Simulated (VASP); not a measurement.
# FeNi3 (Pm-3m) in VASP: a series of runs

FeNi3 is run at these levels: PBE, r2SCAN; tasks: single point.

All numbers are computed with VASP 6.6.1; they aren't measurements. Logs are shortened: lines on timing, memory, paths and dates and some standing lists are left out, and cuts for length are marked.

**1. The cell of the first run**

The structure is cubic, space group Pm-3m (No. 221). The conventional cell has a = 3.544 Å, b = 3.544 Å, c = 3.544 Å, α = 90.00°, β = 90.00°, γ = 90.00°. Within 3.3 Å of Fe (site symmetry m-3m) lie 12 Ni at 2.51 Å. Within 3.3 Å of Ni (site symmetry 4/mmm) lie 4 Fe at 2.51 Å and 8 Ni at 2.51 Å.

**2. Single point, PBE, collinear spin, ferromagnetic start (11.13 Å³/atom)**

INCAR

```
ALGO = Normal
EDIFF = 1E-6
ENCUT = 520
GGA = PE
ISIF = 2
ISMEAR = 0
ISPIN = 2
LASPH = T
LCHARG = T
LELF = T
LMAXMIX = 4
LORBIT = 11
LREAL = F
LVHAR = T
LWAVE = F
MAGMOM = 3.2 0.77 0.77 0.77
NBANDS = 31
NELM = 150
PREC = Accurate
SIGMA = 0.05
```

KPOINTS

```
k-points
0
Gamma
  6 6 6
```

POSCAR

```
FeNi3
1.0
    3.5443677771      0.0000000000      0.0000000000
    0.0000000000      3.5443677771      0.0000000000
    0.0000000000      0.0000000000      3.5443677771
Fe Ni
1 3
Direct
    0.0000000000      0.0000000000      0.0000000000
    0.0000000000      0.5000000000      0.5000000000
    0.5000000000      0.0000000000      0.5000000000
    0.5000000000      0.5000000000      0.0000000000
```

Potentials or basis: VASP PAW PBE potentials, release 64 (Fe, Ni).

Run with:

```bash
$ cat potpaw_PBE.64/Fe/POTCAR potpaw_PBE.64/Ni/POTCAR > POTCAR
$ mpirun -np 1 vasp_std > vasp.out
```

OUTCAR:

```text
EDIFF = 1E-6
   ENCUT = 520
   GGA = PE
   ISIF = 2
   ISMEAR = 0
   ISPIN = 2
   LASPH = T
   LORBIT = 11
   LREAL = F
   NELM = 150
   PREC = Accurate

 ion  position               nearest neighbor table
   1  0.000  0.000  0.000-   2 2.51   3 2.51   4 2.51   2 2.51   3 2.51   2 2.51   4 2.51   2 2.51
                             3 2.51   4 2.51   3 2.51   4 2.51
   2  0.000  0.500  0.500-   1 2.51   3 2.51   4 2.51   1 2.51   4 2.51   1 2.51   3 2.51   1 2.51
                             3 2.51   4 2.51   4 2.51   3 2.51
   3  0.500  0.000  0.500-   1 2.51   2 2.51   4 2.51   1 2.51   4 2.51   2 2.51   4 2.51   4 2.51
                             1 2.51   2 2.51   1 2.51   2 2.51
   4  0.500  0.500  0.000-   1 2.51   2 2.51   3 2.51   2 2.51   3 2.51   1 2.51   3 2.51   3 2.51
                             1 2.51   2 2.51   2 2.51   1 2.51

  LATTYP: Found a simple cubic cell.
 ALAT       =     3.5443677771

  Lattice vectors:

 A1 = (   3.5443677771,   0.0000000000,   0.0000000000)
 A2 = (   0.0000000000,   3.5443677771,   0.0000000000)
 A3 = (   0.0000000000,   0.0000000000,   3.5443677771)

Analysis of symmetry for initial positions (statically):
=====================================================================
 Subroutine PRICEL returns:
 Original cell was already a primitive cell.

 Routine SETGRP: Setting up the symmetry group for a
 simple cubic supercell.

 Subroutine GETGRP returns: Found 48 space group operations
 (whereof 48 operations were pure point group operations)
 out of a pool of 48 trial point group operations.

The static configuration has the point symmetry O_h .

Analysis of symmetry for dynamics (positions and initial velocities):
=====================================================================
 Subroutine PRICEL returns:
 Original cell was already a primitive cell.

 Routine SETGRP: Setting up the symmetry group for a
 simple cubic supercell.

 Subroutine GETGRP returns: Found 48 space group operations
 (whereof 48 operations were pure point group operations)
 out of a pool of 48 trial point group operations.

The dynamic configuration has the point symmetry O_h .

Analysis of structural, dynamic, and magnetic symmetry:
=====================================================================
 Subroutine PRICEL returns:
 Original cell was already a primitive cell.

 Routine SETGRP: Setting up the symmetry group for a
 simple cubic supercell.

 Subroutine GETGRP returns: Found 48 space group operations
 (whereof 48 operations were pure point group operations)
 out of a pool of 48 trial point group operations.

The overall configuration has the point symmetry O_h .

 Subroutine INISYM returns: Found 48 space group operations
 (whereof 48 operations are pure point group operations),
 and found     1 'primitive' translations

----------------------------------------------------------------------------------------

                                     Primitive cell

  volume of cell :      44.5263

  direct lattice vectors                    reciprocal lattice vectors
     3.544367777  0.000000000  0.000000000     0.282137764  0.000000000  0.000000000
     0.000000000  3.544367777  0.000000000     0.000000000  0.282137764  0.000000000
     0.000000000  0.000000000  3.544367777     0.000000000  0.000000000  0.282137764

  length of vectors
     3.544367777  3.544367777  3.544367777     0.282137764  0.282137764  0.282137764

  position of ions in fractional coordinates (direct lattice)
     0.000000000  0.000000000  0.000000000
     0.000000000  0.500000000  0.500000000
     0.500000000  0.000000000  0.500000000
     0.500000000  0.500000000  0.000000000

  ion indices of the primitive-cell ions
   primitive index   ion index
                 1           1
                 2           2
                 3           3
                 4           4

----------------------------------------------------------------------------------------

 KPOINTS: k-points

Automatic generation of k-mesh.
 Grid dimensions read from file:
 generate k-points for:    6    6    6

 Generating k-lattice:

  Cartesian coordinates                     Fractional coordinates (reciprocal lattice)
     0.047022961  0.000000000  0.000000000     0.166666667  0.000000000  0.000000000
     0.000000000  0.047022961  0.000000000     0.000000000  0.166666667  0.000000000
     0.000000000  0.000000000  0.047022961     0.000000000  0.000000000  0.166666667

  Length of vectors
     0.047022961  0.047022961  0.047022961

  Shift w.r.t. Gamma in fractional coordinates (k-lattice)
     0.000000000  0.000000000  0.000000000

 Subroutine IBZKPT returns following result:
 ===========================================

 Found     20 irreducible k-points:

 Following reciprocal coordinates:
            Coordinates               Weight
  0.000000  0.000000  0.000000      1.000000
  0.166667  0.000000  0.000000      6.000000
  0.333333  0.000000  0.000000      6.000000
  0.500000  0.000000  0.000000      3.000000
  0.166667  0.166667  0.000000     12.000000
  0.333333  0.166667  0.000000     24.000000
[... 12 lines left out ...]
  0.500000  0.500000  0.333333      6.000000
  0.500000  0.500000  0.500000      1.000000
   k-points           NKPTS =     20   k-points in BZ     NKDIM =     20   number of bands    NBANDS=     31
   number of dos      NEDOS =    301   number of ions     NIONS =      4
   total plane-waves  NPLWV =  21952
   dimension x,y,z NGX =    28 NGY =   28 NGZ =   28
   dimension x,y,z NGXF=    56 NGYF=   56 NGZF=   56
   ions per type =               1   3
   NGX,Y,Z   is equivalent  to a cutoff of  13.13, 13.13, 13.13 a.u.
   NGXF,Y,Z  is equivalent  to a cutoff of  26.27, 26.27, 26.27 a.u.
 SYSTEM =  unknown system
   PREC   = accura    normal or accurate (medium, high low for compatibility)
   ISTART =      0    job   : 0-new  1-cont  2-samecut
   ICHARG =      2    charge: 1-file 2-atom 10-const
   ISPIN  =      2    spin polarized calculation?
   LNONCOLLINEAR =      F non collinear calculations
   LSORBIT =      F    spin-orbit coupling
   LASPH  =      T    aspherical Exc in radial PAW
   ENCUT  =  520.0 eV  38.22 Ry    6.18 a.u.   6.59  6.59  6.59*2*pi/ulx,y,z
   NELM   =    150;   NELMIN=  2; NELMDL= -5     # of ELM steps
   EDIFF  = 0.1E-05   stopping-criterion for ELM
   LREAL  =      F    real-space projection
   EDIFFG = 0.1E-04   stopping-criterion for IOM
   NSW    =      0    number of steps for IOM
   IBRION =     -1    ionic relax: 0-MD 1-quasi-New 2-CG
   NFREE  =      0    steps in history (QN), initial steepest desc. (CG)
   ISIF   =      2    stress and relaxation
   ISYM   =      2    0-nonsym 1-usesym 2-fastsym
   POTIM  = 0.5000    time-step for ionic-motion
   TEBEG  =    0.0;   TEEND  =   0.0 temperature during run
   PSTRESS=    0.0 pullay stress
   NELECT =      38.0000    total number of electrons
   NUPDOWN=      -1.0000    fix difference up-down
   EMIN   =  10.00;   EMAX   =-10.00  energy-range for DOS
   EFERMI =   0.00;   METHOD = LEGACY
   ISMEAR =     0;   SIGMA  =   0.05  broadening in eV -4-tet -1-fermi 0-gaus
   EFERMI_NEDOS =   21; number of points for ismear=-14 and -15
   IALGO  =     38    algorithm
   IMIX   =      4    mixing-type and parameters
     AMIX     =   0.40;   BMIX     =  1.00
     AMIX_MAG =   1.60;   BMIX_MAG =  1.00
  volume/ion in A,a.u.               =      11.13        75.12
  Fermi-wavevector in a.u.,A,eV,Ry     =   1.552854  2.934468 32.808478  2.411355
  Thomas-Fermi vector in A             =   2.657169
   LORBIT       =     11    0 simple, 1 ext, 2 COOP (PROOUT), +10 PAW based schemes
   GGA     = PE    functional components
   LHFCALC =     F    Hartree Fock is set to
   AEXX    =    0.0000 exact exchange contribution
   IVDW    =     0    specifies the selected vdW correction
   LEPSILON=     F    determine dielectric tensor
   LRPA    =     F    only Hartree local field effects (RPA)
 spin polarized calculation
 Gauss-broadening in eV      SIGMA  =   0.05
  energy-cutoff  :      520.00
  volume of cell :       44.53
 maximum number of plane-waves:      1222
 NGX is ok and might be reduce to    28
   NGX = 13   NGY = 13   NGZ = 13

 number of electron      37.9999985 magnetization       4.8609904

 Free energy of the ion-electron system (eV)
  ---------------------------------------------------
  ext. energy  EPLUGINS =         0.00000000
  ---------------------------------------------------
  free energy    TOTEN  =       -25.01309069 eV

  energy without entropy =      -25.00956726  energy(sigma->0) =      -25.01132897

 E-fermi :   8.5618     XC(G=0): -13.1466

 val. band max:        8.5457417198   @ k =   0.3333   0.1667   0.0000
 cond. band min:       8.5736872591   @ k =   0.0000   0.0000   0.0000
 fundamental gap:      0.0279455393
 Fermi energy:         8.5617978417

 spin component 1

 k-point     1 :       0.0000    0.0000    0.0000
  band No.  band energies     occupation
      1      -0.4913      1.00000
      2       3.2816      1.00000
      3       3.2816      1.00000
      4       3.9441      1.00000
      5       4.0145      1.00000
      6       4.0145      1.00000
[... 23 lines left out ...]
     30      22.7681      0.00000
     31      23.2527      0.00000

 k-point     2 :       0.1667    0.0000    0.0000
  band No.  band energies     occupation
      1      -0.1342      1.00000
      2       3.3809      1.00000
      3       3.4446      1.00000
      4       4.0748      1.00000
      5       4.1207      1.00000
      6       4.1387      1.00000
[... 23 lines left out ...]
     30      21.7119      0.00000
     31      22.2130      0.00000

 k-point     3 :       0.3333    0.0000    0.0000
  band No.  band energies     occupation
      1       0.8850      1.00000
      2       3.3287      1.00000
      3       3.8192      1.00000
      4       4.4061      1.00000
      5       4.4426      1.00000
      6       4.5076      1.00000
[... 567 lines left out ...]
     30      28.2853      0.00000
     31      28.4540      0.00000

 k-point    20 :       0.5000    0.5000    0.5000
  band No.  band energies     occupation
      1       3.3275      1.00000
      2       3.3275      1.00000
      3       3.3275      1.00000
      4       3.7473      1.00000
      5       5.3739      1.00000
      6       5.3739      1.00000
[... 23 lines left out ...]
     30      30.0761      0.00000
     31      30.0770      0.00000
 Fermi energy:         8.5617978417

 spin component 2

 k-point     1 :       0.0000    0.0000    0.0000
  band No.  band energies     occupation
      1      -0.4518      1.00000
      2       4.3340      1.00000
      3       4.3348      1.00000
      4       4.3348      1.00000
      5       5.0316      1.00000
      6       5.0317      1.00000
[... 23 lines left out ...]
     30      22.7029      0.00000
     31      23.6134      0.00000

 k-point     2 :       0.1667    0.0000    0.0000
  band No.  band energies     occupation
      1      -0.0939      1.00000
      2       4.2987      1.00000
      3       4.5138      1.00000
      4       4.5432      1.00000
      5       5.1509      1.00000
      6       5.1530      1.00000
[... 23 lines left out ...]
     30      21.7306      0.00000
     31      22.6193      0.00000

 k-point     3 :       0.3333    0.0000    0.0000
  band No.  band energies     occupation
      1       0.9351      1.00000
      2       3.8254      1.00000
      3       4.9285      1.00000
      4       5.0519      1.00000
      5       5.4813      1.00000
      6       5.5200      1.00000
[... 567 lines left out ...]
     30      28.2961      0.00000
     31      28.4413      0.00000

 k-point    20 :       0.5000    0.5000    0.5000
  band No.  band energies     occupation
      1       4.1512      1.00000
      2       4.1513      1.00000
      3       4.1513      1.00000
      4       4.2662      1.00000
      5       6.7281      1.00000
      6       6.7281      1.00000
[... 23 lines left out ...]
     30      29.8877      0.00000
     31      29.8940      0.00000

------------------------ aborting loop because EDIFF is reached ----------------------------------------

  FORCE on cell =-STRESS in cart. coord.  units (eV):
  Direction    XX          YY          ZZ          XY          YZ          ZX
  --------------------------------------------------------------------------------------
  -------------------------------------------------------------------------------------
  Total        0.0012924      0.0012924      0.0012924      0.0000000     -0.0000000      0.0000000
  in kB        0.0465031      0.0465031      0.0465031      0.0000000     -0.0000000      0.0000000
  external PRESSURE =       0.0465031 kB  Pullay stress =       0.0000000 kB

 VOLUME and BASIS-vectors are now :
 -----------------------------------------------------------------------------
  energy-cutoff  :      520.00
  volume of cell :       44.53
      direct lattice vectors                 reciprocal lattice vectors
     3.544367777  0.000000000  0.000000000     0.282137764  0.000000000  0.000000000
     0.000000000  3.544367777  0.000000000     0.000000000  0.282137764  0.000000000
     0.000000000  0.000000000  3.544367777     0.000000000  0.000000000  0.282137764

 POSITION                                       TOTAL-FORCE (eV/Angst)
 -----------------------------------------------------------------------------------
      0.00000      0.00000      0.00000         0.000000      0.000000      0.000000
      0.00000      1.77218      1.77218         0.000000      0.000000      0.000000
      1.77218      0.00000      1.77218         0.000000      0.000000      0.000000
      1.77218      1.77218      0.00000         0.000000      0.000000      0.000000
 -----------------------------------------------------------------------------------
    total drift:                                0.000000      0.000000      0.000000

  FREE ENERGIE OF THE ION-ELECTRON SYSTEM (eV)
  ---------------------------------------------------
  free  energy   TOTEN  =       -25.0130906895 eV

  energy  without entropy=      -25.0095672550  energy(sigma->0) =      -25.01132897

 total charge

# of ion       s       p       d       tot
------------------------------------------
    1        0.474   0.502   6.112   7.088
    2        0.504   0.511   8.321   9.336
    3        0.504   0.511   8.321   9.336
    4        0.504   0.511   8.321   9.336
--------------------------------------------------
tot          1.986   2.034  31.075  35.096

 magnetization (x)

# of ion       s       p       d       tot
------------------------------------------
    1        0.012  -0.001   2.902   2.913
    2       -0.015  -0.045   0.719   0.660
    3       -0.015  -0.045   0.719   0.660
    4       -0.015  -0.045   0.719   0.660
--------------------------------------------------
tot         -0.032  -0.134   5.059   4.892
```

Wall time 33 s (1 thread of Intel Xeon 6975P-C (Granite Rapids), shared host); peak memory 0.19 GiB.

Results:

- Free energy: -25.0131 eV
- Pressure: 0.0 GPa
- Net moment: 4.86 μB per cell
- Site moments: Fe +2.91; Ni +0.66 μB
- Valence electrons inside the program's atomic spheres: Fe 7.09; Ni 9.34

Levels at points of the mesh, in eV from the Fermi level:
Spin up:
```tsv
k point	band 19	band 20	band 21	band 22	band 23	band 24
(0.00, 0.00, 0.00)	-0.65	-0.65	-0.65	2.27	2.27	2.27
(0.50, 0.00, 0.00)	-1.42	-1.06	-0.72	-0.65	7.49	7.49
(0.50, 0.50, 0.00)	-1.53	-1.48	0.73	0.73	0.78	0.80
(0.50, 0.50, 0.50)	-0.81	-0.81	-0.48	-0.48	-0.48	-0.36
```
Spin down:
```
           k point  band 14  band 15  band 16  band 17  band 18  band 19  band 20  band 21
(0.00, 0.00, 0.00)     0.30     0.30     0.30     1.02     1.02     1.27     1.27     1.27
(0.50, 0.00, 0.00)    -0.93    -0.84    -0.39    -0.10    -0.10     0.30     0.54     0.64
(0.50, 0.50, 0.00)    -1.20    -1.18    -0.79    -0.64     0.19     0.19     0.43     1.42
(0.50, 0.50, 0.50)    -0.44    -0.44    -0.44     0.08     0.08     0.08     0.81     0.81
```

[end of part 1 of 2]
